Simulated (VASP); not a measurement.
# Al2Cu in VASP: relaxation of the atoms with PBE

Aim: the relaxation of the atoms of Al2Cu with PBE.

Everything below comes from runs of VASP 6.6.1. Logs are shortened: lines on timing, memory, paths and dates and some standing lists are left out, and cuts for length are marked.

**1. The cell of the first run**

The cell holds a slab with vacuum, 6 atoms: a = 4.089 Å, b = 4.089 Å, c = 19.008 Å, α = 90.00°, β = 90.00°, γ = 60.00°.

**2. Relaxation of the atoms, PBE**

INCAR reads:

```
SYSTEM = Al2Cu
PREC = Accurate ; ENCUT = 520
EDIFF = 1E-7 ; ISMEAR = 0
SIGMA = 0.1 ; LREAL = .False.
LASPH = .True. ; NELM = 60
ALGO = Fast ; ISIF = 2
LWAVE = .False. ; LCHARG = .False.
LDIPOL = .True. ; IDIPOL = 3
DIPOL = 0.5 0.5 0.500 ; GGA = PE
IBRION = 2 ; NSW = 70
EDIFFG = -0.03
```

KPOINTS reads:

```
regular mesh
0
Gamma
  9 9 1
  0 0 0
```

POSCAR reads:

```
Al2Cu
1.0
    4.0889418899      0.0000000000      0.0000000000
    2.0442840433      3.5412354524      0.0000000000
    0.0000000000      0.0000000000     19.0079868921
Al Cu
4 2
Selective dynamics
Direct
    0.6667174561      0.6667174561      0.3682662472  F F F
    0.3334044385      0.3334044385      0.4560887491  F F F
    0.0000914209      0.0000914209      0.5439112509  T T T
    0.6667784033      0.6667784033      0.6317337528  T T T
    0.0000609473      0.0000609473      0.4121774981  F F F
    0.3334349121      0.3334349121      0.5878225019  T T T
```

Potentials or basis: VASP PAW PBE potentials, release 64 (Al, Cu).

Command:

```
$ cat potpaw_PBE.64/Al/POTCAR potpaw_PBE.64/Cu/POTCAR > POTCAR
$ mpirun -np 1 vasp_std > vasp.out
```

OUTCAR:

```text
SYSTEM = Al2Cu
   PREC = Accurate
   ENCUT = 520
   EDIFF = 1E-7
   ISMEAR = 0
   LREAL = .False.
   LASPH = .True.
   NELM = 60
   ISIF = 2
   GGA = PE
   IBRION = 2
   NSW = 70
   EDIFFG = -0.03

 ion  position               nearest neighbor table
   1  0.667  0.667  0.368-   5 2.50   5 2.50   5 2.50   2 2.89   2 2.89   2 2.89
   2  0.333  0.333  0.456-   6 2.50   5 2.50   5 2.50   5 2.50   3 2.89   1 2.89   3 2.89   3 2.89
                             1 2.89   1 2.89
   3  0.000  0.000  0.544-   5 2.50   6 2.50   6 2.50   6 2.50   2 2.89   4 2.89   2 2.89   2 2.89
                             4 2.89   4 2.89
   4  0.667  0.667  0.632-   6 2.50   6 2.50   6 2.50   3 2.89   3 2.89   3 2.89
   5  0.000  0.000  0.412-   1 2.50   1 2.50   1 2.50   3 2.50   2 2.50   2 2.50   2 2.50
   6  0.333  0.333  0.588-   4 2.50   4 2.50   4 2.50   2 2.50   3 2.50   3 2.50   3 2.50

  LATTYP: Found a base centered orthorhombic cell.
 ALAT       =     4.0891287873
 B/A-ratio  =     1.7319452535
 C/A-ratio  =     4.6484197199

  Lattice vectors:

 A1 = (  -2.0442840433,  -3.5412354524,   0.0000000000)
 A2 = (   4.0889418899,   0.0000000000,   0.0000000000)
 A3 = (   0.0000000000,   0.0000000000,  19.0079868921)

Analysis of symmetry for initial positions (statically):
=====================================================================
 Subroutine PRICEL returns:
 Original cell was already a primitive cell.

 Routine SETGRP: Setting up the symmetry group for a
 base centered orthorhombic supercell.

 Subroutine GETGRP returns: Found  4 space group operations
 (whereof  2 operations were pure point group operations)
 out of a pool of  8 trial point group operations.

The static configuration has the point symmetry C_1h.
 The point group associated with its full space group is C_2h.

Analysis of symmetry for dynamics (positions and initial velocities):
=====================================================================
 Subroutine PRICEL returns:
 Original cell was already a primitive cell.

 Routine SETGRP: Setting up the symmetry group for a
 base centered orthorhombic supercell.

 Subroutine GETGRP returns: Found  4 space group operations
 (whereof  2 operations were pure point group operations)
 out of a pool of  8 trial point group operations.

The dynamic configuration has the point symmetry C_1h.
 The point group associated with its full space group is C_2h.

Analysis of constrained symmetry for selective dynamics:
=====================================================================
 Subroutine PRICEL returns:
 Original cell was already a primitive cell.

 Routine SETGRP: Setting up the symmetry group for a
 base centered orthorhombic supercell.

 Subroutine GETGRP returns: Found  2 space group operations
 (whereof  2 operations were pure point group operations)
 out of a pool of  8 trial point group operations.

The constrained configuration has the point symmetry C_1h.

 Subroutine INISYM returns: Found  2 space group operations
 (whereof  2 operations are pure point group operations),
 and found     1 'primitive' translations

----------------------------------------------------------------------------------------

                                     Primitive cell

  volume of cell :     275.2339

  direct lattice vectors                    reciprocal lattice vectors
     4.088941890  0.000000000  0.000000000     0.244562047 -0.141180754  0.000000000
     2.044284043  3.541235452  0.000000000     0.000000000  0.282387323  0.000000000
     0.000000000  0.000000000 19.007986892     0.000000000  0.000000000  0.052609464

  length of vectors
     4.088941890  4.088941890 19.007986892     0.282387323  0.282387323  0.052609464

  position of ions in fractional coordinates (direct lattice)
     0.666717456  0.666717456  0.368266247
     0.333404438  0.333404438  0.456088749
     0.000091421  0.000091421  0.543911251
[... 73 lines left out ...]
 SYSTEM =  Al2Cu
   PREC   = accura    normal or accurate (medium, high low for compatibility)
   ISTART =      0    job   : 0-new  1-cont  2-samecut
   ICHARG =      2    charge: 1-file 2-atom 10-const
   ISPIN  =      1    spin polarized calculation?
   LNONCOLLINEAR =      F non collinear calculations
   LSORBIT =      F    spin-orbit coupling
   LASPH  =      T    aspherical Exc in radial PAW
   ENCUT  =  520.0 eV  38.22 Ry    6.18 a.u.   7.60  7.60 35.34*2*pi/ulx,y,z
   NELM   =     60;   NELMIN=  2; NELMDL= -5     # of ELM steps
   EDIFF  = 0.1E-06   stopping-criterion for ELM
   LREAL  =      F    real-space projection
   EDIFFG = -.3E-01   stopping-criterion for IOM
   NSW    =     70    number of steps for IOM
   IBRION =      2    ionic relax: 0-MD 1-quasi-New 2-CG
   NFREE  =      1    steps in history (QN), initial steepest desc. (CG)
   ISIF   =      2    stress and relaxation
   ISYM   =      2    0-nonsym 1-usesym 2-fastsym
   POTIM  = 0.5000    time-step for ionic-motion
   TEBEG  =    0.0;   TEEND  =   0.0 temperature during run
   PSTRESS=    0.0 pullay stress
   NELECT =      34.0000    total number of electrons
   NUPDOWN=      -1.0000    fix difference up-down
   EMIN   =  10.00;   EMAX   =-10.00  energy-range for DOS
   EFERMI =   0.00;   METHOD = LEGACY
   ISMEAR =     0;   SIGMA  =   0.10  broadening in eV -4-tet -1-fermi 0-gaus
   EFERMI_NEDOS =   21; number of points for ismear=-14 and -15
   IALGO  =     68    algorithm
   IMIX   =      4    mixing-type and parameters
     AMIX     =   0.40;   BMIX     =  1.00
     AMIX_MAG =   1.60;   BMIX_MAG =  1.00
  volume/ion in A,a.u.               =      45.87       309.56
  Fermi-wavevector in a.u.,A,eV,Ry     =   0.815331  1.540752  9.044668  0.664764
  Thomas-Fermi vector in A             =   1.925399
   LORBIT       =      0    0 simple, 1 ext, 2 COOP (PROOUT), +10 PAW based schemes
   GGA     = PE    functional components
   LHFCALC =     F    Hartree Fock is set to
   AEXX    =    0.0000 exact exchange contribution
   IVDW    =     0    specifies the selected vdW correction
   LEPSILON=     F    determine dielectric tensor
   LRPA    =     F    only Hartree local field effects (RPA)
 conjugate gradient relaxation of ions
 non-spin polarized calculation
 RMM-DIIS sequential band-by-band and
 Gauss-broadening in eV      SIGMA  =   0.10
  energy-cutoff  :      520.00
  volume of cell :      275.23
 maximum number of plane-waves:      7469
   NGX = 15   NGY = 15   NGZ = 71

--------------------------------------- Ionic step        1  -------------------------------------------

 number of electron      33.9999990 magnetization

 Free energy of the ion-electron system (eV)
  ---------------------------------------------------
  ext. energy  EPLUGINS =         0.00000000
  ---------------------------------------------------
  free energy    TOTEN  =       -21.24035904 eV

  energy without entropy =      -21.21444302  energy(sigma->0) =      -21.22740103

------------------------ aborting loop because EDIFF is reached ----------------------------------------

  FORCE on cell =-STRESS in cart. coord.  units (eV):
  Direction    XX          YY          ZZ          XY          YZ          ZX
  --------------------------------------------------------------------------------------
  -------------------------------------------------------------------------------------
  Total       -1.3707824     -1.3717652     -0.5284159      0.0008512     -0.0007487     -0.0012968
  in kB       -7.9795288     -7.9852496     -3.0759877      0.0049549     -0.0043586     -0.0075490
  external PRESSURE =      -6.3469220 kB  Pullay stress =       0.0000000 kB
[... 21 lines left out ...]
  FREE ENERGIE OF THE ION-ELECTRON SYSTEM (eV)
  ---------------------------------------------------
  free  energy   TOTEN  =       -21.2403590420 eV

  energy  without entropy=      -21.2144430181  energy(sigma->0) =      -21.22740103

 dipolmoment           0.000000      0.000000     -0.000000 electrons x Angstroem

--------------------------------------- Ionic step        2  -------------------------------------------

 number of electron      33.9999979 magnetization

------------------------ aborting loop because EDIFF is reached ----------------------------------------
[... 77 lines left out ...]
 number of electron      33.9999982 magnetization

------------------------ aborting loop because EDIFF is reached ----------------------------------------

 vacuum level on the upper side and lower side of the slab       (xc-potential included)        -0.006        -0.106

  FORCE on cell =-STRESS in cart. coord.  units (eV):
  Direction    XX          YY          ZZ          XY          YZ          ZX
  --------------------------------------------------------------------------------------
  -------------------------------------------------------------------------------------
  Total       -0.9625755     -0.9634998     -0.7783025      0.0008006     -0.0006486     -0.0011234
  in kB       -5.6032957     -5.6086762     -4.5306149      0.0046602     -0.0037758     -0.0065396
  external PRESSURE =      -5.2475289 kB  Pullay stress =       0.0000000 kB
[... 187 lines left out ...]
--------------------------------------- Ionic step        9  -------------------------------------------

 number of electron      33.9999986 magnetization

 dipolmoment           0.000000      0.000000      0.006485 electrons x Angstroem

 Free energy of the ion-electron system (eV)
  ---------------------------------------------------
  ext. energy  EPLUGINS =         0.00000000
  ---------------------------------------------------
  free energy    TOTEN  =       -21.27017147 eV

  energy without entropy =      -21.23898917  energy(sigma->0) =      -21.25458032

 E-fermi :  -0.3126     XC(G=0):  -4.6003

 val. band max:       -0.3150688675   @ k =   0.3333   0.1111   0.0000
 cond. band min:      -0.3101812383   @ k =  -0.4444   0.2222   0.0000
 fundamental gap:      0.0048876292
 Fermi energy:        -0.3125875333

 k-point     1 :       0.0000    0.0000    0.0000
  band No.  band energies     occupation
      1      -9.8295      2.00000
      2      -8.2591      2.00000
      3      -5.2717      2.00000
      4      -4.5407      2.00000
      5      -4.5407      2.00000
      6      -4.4311      2.00000
[... 565 lines left out ...]
     20       1.1600      0.00000
     21       2.1002      0.00000

 [... further k-points ...]

------------------------ aborting loop because EDIFF is reached ----------------------------------------

 vacuum level on the upper side and lower side of the slab       (xc-potential included)         0.030        -0.049

  FORCE on cell =-STRESS in cart. coord.  units (eV):
  Direction    XX          YY          ZZ          XY          YZ          ZX
  --------------------------------------------------------------------------------------
  -------------------------------------------------------------------------------------
  Total       -0.3480791     -0.3486724     -0.2266582      0.0005139     -0.0002835     -0.0004910
  in kB       -2.0262200     -2.0296738     -1.3194109      0.0029915     -0.0016501     -0.0028579
  external PRESSURE =      -1.7917682 kB  Pullay stress =       0.0000000 kB
[... 21 lines left out ...]
  FREE ENERGIE OF THE ION-ELECTRON SYSTEM (eV)
  ---------------------------------------------------
  free  energy   TOTEN  =       -21.2701714651 eV

  energy  without entropy=      -21.2389891679  energy(sigma->0) =      -21.25458032

 reached required accuracy - stopping structural energy minimisation

 vacuum level on the upper side and lower side of the slab         3.980         3.900
```

Wall time 18 min (1 thread of Oxide Virtual Turin-like, shared host); peak memory 0.42 GiB.

What came out:

```
Free energy               : -21.2702 eV
Energy gained by relaxing : 5.0 meV/atom
Ionic steps               : 9
Band gap on the k mesh    : zero (bands 17 and 18 overlap by 2.38 eV)
```

Step by step:
| step | energy change (eV) | largest force on free atoms (eV/Å) | pressure (GPa) |
| --- | --- | --- | --- |
| 1 | 0.0000 | 0.3594 | -0.63 |
| 2 | -0.0103 | 0.2796 | -0.60 |
| 3 | -0.0243 | 0.1078 | -0.53 |
| 4 | -0.0244 | 0.0968 | -0.52 |
| 5 | -0.0259 | 0.0828 | -0.50 |
| 6 | -0.0283 | 0.0543 | -0.38 |
| 7 | -0.0285 | 0.0788 | -0.34 |
| 8 | -0.0293 | 0.0544 | -0.31 |
| 9 | -0.0298 | 0.0237 | -0.18 |

Final structure:
```
Al Cu
1.0
     4.08894    0.00000    0.00000
     2.04428    3.54124    0.00000
     0.00000    0.00000   19.00799
Al Cu
4 2
Cartesian
  4.0891 2.3610 7.0000
  2.0448 1.1807 8.6693
  0.0004 0.0003 10.3315
  4.0893 2.3611 11.8521
  0.0004 0.0002 7.8347
  2.0450 1.1808 11.1977
```

Levels at points of the mesh, in eV from the Fermi level:
| k point | band 15 | band 16 | band 17 | band 18 | band 19 | band 20 |
| --- | --- | --- | --- | --- | --- | --- |
| (0.00, 0.00, 0.00) | 1.31 | 1.31 | 1.69 | 2.40 | 2.40 | 3.45 |
